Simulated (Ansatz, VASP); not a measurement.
**ZnO in VASP and in Ansatz**

File POSCAR:

```
ZnO
1.0
    3.3409788765      0.0000000000      0.0000000000
   -1.6704894382      2.8933725805      0.0000000000
    0.0000000000      0.0000000000      4.9224254597
Zn O
2 2
Direct
    0.3333333333      0.6666666667      0.0000000000
    0.6666666667      0.3333333333      0.5000000000
    0.3333333333      0.6666666667      0.3821000000
    0.6666666667      0.3333333333      0.8821000000
```

Contents of INCAR.step1:

```
SYSTEM = ZnO
PREC     = Accurate       ! precision mode
ENCUT    = 520            ! plane-wave cutoff, eV
ISMEAR   = 0              ! smearing method
SIGMA    = 0.05           ! smearing width, eV
LREAL    = .False.        ! projectors in reciprocal space
LASPH    = .True.         ! aspherical terms in the spheres
NELM     = 80             ! most SCF steps
NBANDS   = 26             ! bands
GGA      = PE             ! functional
ALGO     = Normal         ! electronic algorithm
EDIFF    = 1E-4           ! SCF threshold, eV
LWAVE    = .True.         ! write WAVECAR
LCHARG   = .False.        ! write CHGCAR
```

INCAR.step2

```
SYSTEM = ZnO
PREC     = Accurate       ! precision mode
ENCUT    = 520            ! plane-wave cutoff, eV
EDIFF    = 1E-6           ! SCF threshold, eV
ISMEAR   = 0              ! smearing method
SIGMA    = 0.05           ! smearing width, eV
LREAL    = .False.        ! projectors in reciprocal space
LASPH    = .True.         ! aspherical terms in the spheres
NELM     = 80             ! most SCF steps
ALGO     = Normal         ! electronic algorithm
ISIF     = 2              ! what is computed and relaxed
LWAVE    = .False.        ! write WAVECAR
LCHARG   = .True.         ! write CHGCAR
METAGGA  = R2SCAN         ! meta-GGA
LMIXTAU  = .True.       
LELF     = .True.         ! ELF
LVHAR    = .True.       
NBANDS   = 26             ! bands
ISTART   = 1
```

The input KPOINTS:

```
regular mesh
0
Gamma
  12 12 6
  0 0 0
```

Input for Ansatz:

```yaml
crystal:
  lattice:
    - [3.3409788765, 0.0, 0.0]
    - [-1.6704894382, 2.8933725805, 0.0]
    - [0.0, 0.0, 4.9224254597]
  atoms:
    - { symbol: Zn, position: [0.3333333333, 0.6666666667, 0.0] }
    - { symbol: Zn, position: [0.6666666667, 0.3333333333, 0.5] }
    - { symbol: O, position: [0.3333333333, 0.6666666667, 0.3821] }
    - { symbol: O, position: [0.6666666667, 0.3333333333, 0.8821] }
basis:
  ecutwfc: 500
kpoints:
  mp_grid: { grid: [12, 12, 6] }
hamiltonian:
  xc: r2scan
scf:
  occupations: { method: gaussian, width: 0.05 }
output:
  forces: true
  stress: true
  eigenvalues: true
```

Alike in both runs: task single point; functional r2SCAN; k mesh 12 × 12 × 6; occupations gaussian, width 0.05 eV; no spin polarisation.

|  | VASP | Ansatz |
| --- | --- | --- |
| version | VASP 6.6.1 | Ansatz 0.2.0 |
| potentials or method | VASP PAW PBE potentials, release 64 (Zn, O), cutoff 520 eV | scalar-relativistic, plane waves, PAW |
| valence electrons in the cell | 36 | 36 |

|  | VASP | Ansatz | Ansatz less VASP |
| --- | --- | --- | --- |
| gap on the k mesh at the Fermi level (eV) | 1.25 | 1.26 | +0.009 |
| least direct gap on the mesh (eV) | 1.25 | 1.26 | +0.009 |
| pressure (GPa) | 1.3 | 0.2 | -1.11 |
| traceless stress, the component that is largest in VASP (GPa) | 14.27 | 13.75 | -0.516 |
| rms of the force components (eV/Å) | 0.576 | 0.541 | -0.0353 |

VASP's potentials were made for PBE, not for r2SCAN. Atom by atom the forces differ by 0.035 eV/Å (rms over components).
